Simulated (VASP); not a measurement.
# SiO2 (P4_2/mnm) in VASP: a series of runs

SiO2 is run at these levels: PBE; tasks: single point.

Program: VASP 6.6.1. These are calculated values, not measurements. Logs are shortened: lines on timing, memory, paths and dates and some standing lists are left out, and cuts for length are marked.

## (1) The cell of the first run

Symmetry: P4_2/mnm, No. 136, tetragonal system. Conventional cell: a = 4.444 Å, b = 4.444 Å, c = 2.738 Å, α = 90.00°, β = 90.00°, γ = 90.00°. Within 2.4 Å of Si (site symmetry mmm) lie 6 O at 1.83 to 1.93 Å. O (site symmetry m2m) has 3 Si at 1.83 to 1.93 Å and 1 O at 2.43 Å within 2.5 Å.

## (2) Single point, PBE (9.01 Å³/atom)

INCAR reads:

```
PREC = Accurate
ENCUT = 520
EDIFF = 1E-6
ISMEAR = 0
SIGMA = 0.05
LREAL = F
LASPH = T
NELM = 100
ALGO = Normal
ISIF = 2
LWAVE = F
LCHARG = F
GGA = PE
NBANDS = 25
```

KPOINTS reads:

```
Automatic mesh
0
Gamma
  6 6 10
```

POSCAR reads:

```
SiO2
1.0
    4.4435036663      0.0000000000      0.0000000000
    0.0000000000      4.4435036663      0.0000000000
    0.0000000000      0.0000000000      2.7376426088
Si O
2 4
Direct
    0.5000000000      0.5000000000      0.5000000000
    0.0000000000      0.0000000000      0.0000000000
    0.6930127928      0.6930127928      0.0000000000
    0.1930127928      0.8069872072      0.5000000000
    0.3069872072      0.3069872072      0.0000000000
    0.8069872072      0.1930127928      0.5000000000
```

Potentials or basis: VASP PAW PBE potentials, release 64 (Si, O).

On the command line:

```sh
$ cat potpaw_PBE.64/Si/POTCAR potpaw_PBE.64/O/POTCAR > POTCAR
$ mpirun -np 1 vasp_std > vasp.out
```

OUTCAR:

```text
PREC = Accurate
   ENCUT = 520
   EDIFF = 1E-6
   ISMEAR = 0
   LREAL = F
   LASPH = T
   NELM = 100
   ISIF = 2
   GGA = PE

 ion  position               nearest neighbor table
   1  0.500  0.500  0.500-   3 1.83   5 1.83   3 1.83   5 1.83   4 1.93   6 1.93
   2  0.000  0.000  0.000-   4 1.83   6 1.83   4 1.83   6 1.83   5 1.93   3 1.93
   3  0.693  0.693  0.000-   1 1.83   1 1.83   2 1.93
   4  0.193  0.807  0.500-   2 1.83   2 1.83   1 1.93
   5  0.307  0.307  0.000-   1 1.83   1 1.83   2 1.93
   6  0.807  0.193  0.500-   2 1.83   2 1.83   1 1.93

  LATTYP: Found a simple tetragonal cell.
 ALAT       =     4.4435036663
 C/A-ratio  =     0.6161000000

  Lattice vectors:

 A1 = (   4.4435036663,   0.0000000000,   0.0000000000)
 A2 = (   0.0000000000,   4.4435036663,   0.0000000000)
 A3 = (   0.0000000000,   0.0000000000,   2.7376426088)

Analysis of symmetry for initial positions (statically):
=====================================================================
 Subroutine PRICEL returns:
 Original cell was already a primitive cell.

 Routine SETGRP: Setting up the symmetry group for a
 simple tetragonal supercell.

 Subroutine GETGRP returns: Found 16 space group operations
 (whereof  8 operations were pure point group operations)
 out of a pool of 16 trial point group operations.

The static configuration has the point symmetry D_2h.
 The point group associated with its full space group is D_4h.

Analysis of symmetry for dynamics (positions and initial velocities):
=====================================================================
 Subroutine PRICEL returns:
 Original cell was already a primitive cell.

 Routine SETGRP: Setting up the symmetry group for a
 simple tetragonal supercell.

 Subroutine GETGRP returns: Found 16 space group operations
 (whereof  8 operations were pure point group operations)
 out of a pool of 16 trial point group operations.

The dynamic configuration has the point symmetry D_2h.
 The point group associated with its full space group is D_4h.

 Subroutine INISYM returns: Found 16 space group operations
 (whereof  8 operations are pure point group operations),
 and found     1 'primitive' translations

----------------------------------------------------------------------------------------

                                     Primitive cell

  volume of cell :      54.0540

  direct lattice vectors                    reciprocal lattice vectors
     4.443503666  0.000000000  0.000000000     0.225047637  0.000000000  0.000000000
     0.000000000  4.443503666  0.000000000     0.000000000  0.225047637  0.000000000
     0.000000000  0.000000000  2.737642609     0.000000000  0.000000000  0.365277775

  length of vectors
     4.443503666  4.443503666  2.737642609     0.225047637  0.225047637  0.365277775

  position of ions in fractional coordinates (direct lattice)
     0.500000000  0.500000000  0.500000000
     0.000000000  0.000000000  0.000000000
     0.693012793  0.693012793  0.000000000
     0.193012793  0.806987207  0.500000000
     0.306987207  0.306987207  0.000000000
     0.806987207  0.193012793  0.500000000

  ion indices of the primitive-cell ions
   primitive index   ion index
                 1           1
                 2           2
                 3           3
                 4           4
                 5           5
                 6           6

----------------------------------------------------------------------------------------

 KPOINTS: Automatic mesh

Automatic generation of k-mesh.
 Grid dimensions read from file:
 generate k-points for:    6    6   10

 Generating k-lattice:

  Cartesian coordinates                     Fractional coordinates (reciprocal lattice)
     0.037507939  0.000000000  0.000000000     0.166666667  0.000000000  0.000000000
     0.000000000  0.037507939  0.000000000     0.000000000  0.166666667  0.000000000
     0.000000000  0.000000000  0.036527777     0.000000000  0.000000000  0.100000000

  Length of vectors
     0.037507939  0.037507939  0.036527777

  Shift w.r.t. Gamma in fractional coordinates (k-lattice)
     0.000000000  0.000000000  0.000000000

 Subroutine IBZKPT returns following result:
 ===========================================

 Found     60 irreducible k-points:

 Following reciprocal coordinates:
            Coordinates               Weight
  0.000000  0.000000  0.000000      1.000000
  0.166667  0.000000  0.000000      4.000000
  0.333333  0.000000  0.000000      4.000000
  0.500000  0.000000  0.000000      2.000000
  0.166667  0.166667  0.000000      4.000000
  0.333333  0.166667  0.000000      8.000000
[... 16 lines left out ...]
  0.333333  0.000000  0.200000      8.000000
  0.500000  0.000000  0.200000      4.000000
 [... further k-points ...]
   k-points           NKPTS =     60   k-points in BZ     NKDIM =     60   number of bands    NBANDS=     25
   number of dos      NEDOS =    301   number of ions     NIONS =      6
   total plane-waves  NPLWV =  25920
   dimension x,y,z NGX =    36 NGY =   36 NGZ =   20
   dimension x,y,z NGXF=    72 NGYF=   72 NGZF=   40
   ions per type =               2   4
   NGX,Y,Z   is equivalent  to a cutoff of  13.47, 13.47, 12.15 a.u.
   NGXF,Y,Z  is equivalent  to a cutoff of  26.94, 26.94, 24.29 a.u.
 SYSTEM =  unknown system
   PREC   = accura    normal or accurate (medium, high low for compatibility)
   ISTART =      0    job   : 0-new  1-cont  2-samecut
   ICHARG =      2    charge: 1-file 2-atom 10-const
   ISPIN  =      1    spin polarized calculation?
   LNONCOLLINEAR =      F non collinear calculations
   LSORBIT =      F    spin-orbit coupling
   LASPH  =      T    aspherical Exc in radial PAW
   ENCUT  =  520.0 eV  38.22 Ry    6.18 a.u.   8.26  8.26  5.09*2*pi/ulx,y,z
   NELM   =    100;   NELMIN=  2; NELMDL= -5     # of ELM steps
   EDIFF  = 0.1E-05   stopping-criterion for ELM
   LREAL  =      F    real-space projection
   EDIFFG = 0.1E-04   stopping-criterion for IOM
   NSW    =      0    number of steps for IOM
   IBRION =     -1    ionic relax: 0-MD 1-quasi-New 2-CG
   NFREE  =      0    steps in history (QN), initial steepest desc. (CG)
   ISIF   =      2    stress and relaxation
   ISYM   =      2    0-nonsym 1-usesym 2-fastsym
   POTIM  = 0.5000    time-step for ionic-motion
   TEBEG  =    0.0;   TEEND  =   0.0 temperature during run
   PSTRESS=    0.0 pullay stress
   NELECT =      32.0000    total number of electrons
   NUPDOWN=      -1.0000    fix difference up-down
   EMIN   =  10.00;   EMAX   =-10.00  energy-range for DOS
   EFERMI =   0.00;   METHOD = LEGACY
   ISMEAR =     0;   SIGMA  =   0.05  broadening in eV -4-tet -1-fermi 0-gaus
   EFERMI_NEDOS =   21; number of points for ismear=-14 and -15
   IALGO  =     38    algorithm
   IMIX   =      4    mixing-type and parameters
     AMIX     =   0.40;   BMIX     =  1.00
     AMIX_MAG =   1.60;   BMIX_MAG =  1.00
  volume/ion in A,a.u.               =       9.01        60.80
  Fermi-wavevector in a.u.,A,eV,Ry     =   1.374619  2.597652 25.709246  1.889576
  Thomas-Fermi vector in A             =   2.500029
   LORBIT       =      0    0 simple, 1 ext, 2 COOP (PROOUT), +10 PAW based schemes
   GGA     = PE    functional components
   LHFCALC =     F    Hartree Fock is set to
   AEXX    =    0.0000 exact exchange contribution
   IVDW    =     0    specifies the selected vdW correction
   LEPSILON=     F    determine dielectric tensor
   LRPA    =     F    only Hartree local field effects (RPA)
 non-spin polarized calculation
 Gauss-broadening in eV      SIGMA  =   0.05
  energy-cutoff  :      520.00
  volume of cell :       54.05
 maximum number of plane-waves:      1478
 NGX is ok and might be reduce to    36
   NGX = 17   NGY = 17   NGZ = 11

 number of electron      31.9999973 magnetization

 Free energy of the ion-electron system (eV)
  ---------------------------------------------------
  ext. energy  EPLUGINS =         0.00000000
  ---------------------------------------------------
  free energy    TOTEN  =       -45.81267339 eV

  energy without entropy =      -45.81267339  energy(sigma->0) =      -45.81267339

 E-fermi :   6.4878     XC(G=0): -11.4964

 val. band max:        6.2365557073   @ k =   0.0000   0.0000   0.0000
 cond. band min:       9.5415761933   @ k =   0.0000   0.0000   0.0000
 fundamental gap:      3.3050204860
 Fermi energy:         6.4877548729

 k-point     1 :       0.0000    0.0000    0.0000
  band No.  band energies     occupation
      1     -14.8911      2.00000
      2     -12.0204      2.00000
      3     -12.0204      2.00000
      4     -11.9324      2.00000
      5      -3.7357      2.00000
      6       0.4905      2.00000
[... 17 lines left out ...]
     24      18.2863      0.00000
     25      19.8072      0.00000

 k-point     2 :       0.1667    0.0000    0.0000
  band No.  band energies     occupation
      1     -14.7741      2.00000
      2     -12.5576      2.00000
      3     -11.9662      2.00000
      4     -11.6259      2.00000
      5      -3.5404      2.00000
      6      -0.1904      2.00000
[... 17 lines left out ...]
     24      17.9414      0.00000
     25      19.8640      0.00000

 k-point     3 :       0.3333    0.0000    0.0000
  band No.  band energies     occupation
      1     -14.4333      2.00000
      2     -13.2433      2.00000
      3     -11.8224      2.00000
      4     -11.5433      2.00000
      5      -3.0014      2.00000
      6      -1.2362      2.00000
[... 552 lines left out ...]
 k-point    23 :       0.3333    0.0000    0.2000
  band No.  band energies     occupation
      1     -14.0047      2.00000
      2     -12.9208      2.00000
      3     -11.6459      2.00000
      4     -11.4564      2.00000
      5      -2.7057      2.00000
      6      -0.8861      2.00000
[... 17 lines left out ...]
     24      18.7193      0.00000
     25      19.6196      0.00000

 k-point    24 :       0.5000    0.0000    0.2000
  band No.  band energies     occupation
      1     -13.5158      2.00000
      2     -13.5158      2.00000
      3     -11.5216      2.00000
      4     -11.5216      2.00000
      5      -1.8545      2.00000
      6      -1.8545      2.00000
[... 17 lines left out ...]
     24      18.3942      0.00000
     25      19.5141      0.00000

 [... further k-points ...]

------------------------ aborting loop because EDIFF is reached ----------------------------------------

  FORCE on cell =-STRESS in cart. coord.  units (eV):
  Direction    XX          YY          ZZ          XY          YZ          ZX
  --------------------------------------------------------------------------------------
  -------------------------------------------------------------------------------------
  Total       -8.9288408     -8.9288408     -7.5173032      0.0000000      0.0000000      0.0000000
  in kB     -264.6536125   -264.6536125   -222.8151985      0.0000000      0.0000000      0.0000000
  external PRESSURE =    -250.7074745 kB  Pullay stress =       0.0000000 kB

 VOLUME and BASIS-vectors are now :
 -----------------------------------------------------------------------------
  energy-cutoff  :      520.00
  volume of cell :       54.05
      direct lattice vectors                 reciprocal lattice vectors
     4.443503666  0.000000000  0.000000000     0.225047637  0.000000000  0.000000000
     0.000000000  4.443503666  0.000000000     0.000000000  0.225047637  0.000000000
     0.000000000  0.000000000  2.737642609     0.000000000  0.000000000  0.365277775

 POSITION                                       TOTAL-FORCE (eV/Angst)
 -----------------------------------------------------------------------------------
      2.22175      2.22175      1.36882         0.000000      0.000000     -0.000000
      0.00000      0.00000      0.00000         0.000000      0.000000     -0.000000
      3.07940      3.07940      0.00000        -0.698777     -0.698777     -0.000000
      0.85765      3.58585      1.36882        -0.698777      0.698777      0.000000
      1.36410      1.36410      0.00000         0.698777      0.698777      0.000000
      3.58585      0.85765      1.36882         0.698777     -0.698777     -0.000000
 -----------------------------------------------------------------------------------
    total drift:                                0.000000      0.000000     -0.000000

  FREE ENERGIE OF THE ION-ELECTRON SYSTEM (eV)
  ---------------------------------------------------
  free  energy   TOTEN  =       -45.8126733937 eV

  energy  without entropy=      -45.8126733937  energy(sigma->0) =      -45.81267339
```

Run time: 23 s. Hardware: 1 thread of Intel Xeon 6975P-C (Granite Rapids), shared host; peak memory 0.2 GiB.

Results:

```
Free energy            : -45.8127 eV
Pressure               : -25.1 GPa
Largest force          : 0.988 eV/Å
Band gap on the k mesh : 3.31 eV
```

Forces on the atoms (eV/Å):
```
Si   0.000  0.000  0.000
Si   0.000  0.000  0.000
O   -0.699 -0.699  0.000
O   -0.699  0.699  0.000
O    0.699  0.699  0.000
O    0.699 -0.699  0.000
```

Levels at points of the mesh, in eV from the valence-band top:
| k point | band 13 | band 14 | band 15 | band 16 | band 17 | band 18 | band 19 | band 20 |
| --- | --- | --- | --- | --- | --- | --- | --- | --- |
| (0.00, 0.00, 0.00) | -2.25 | -0.81 | -0.81 | 0.00 | 3.31 | 6.49 | 7.69 | 7.69 |
| (0.50, 0.00, 0.00) | -2.26 | -2.26 | -0.96 | -0.96 | 5.95 | 5.95 | 8.46 | 8.46 |
| (0.50, 0.50, 0.00) | -2.24 | -2.24 | -1.90 | -1.90 | 5.89 | 5.89 | 9.08 | 9.08 |
| (0.00, 0.00, 0.50) | -2.31 | -2.31 | -2.18 | -2.18 | 7.12 | 7.12 | 10.66 | 10.66 |
| (0.50, 0.00, 0.50) | -1.99 | -1.99 | -1.41 | -1.41 | 7.09 | 7.09 | 8.04 | 8.04 |
| (0.50, 0.50, 0.50) | -1.57 | -1.57 | -1.24 | -1.24 | 5.46 | 5.46 | 9.65 | 9.65 |

Caveat: the cell stands under tension.

[end of part 1 of 3]
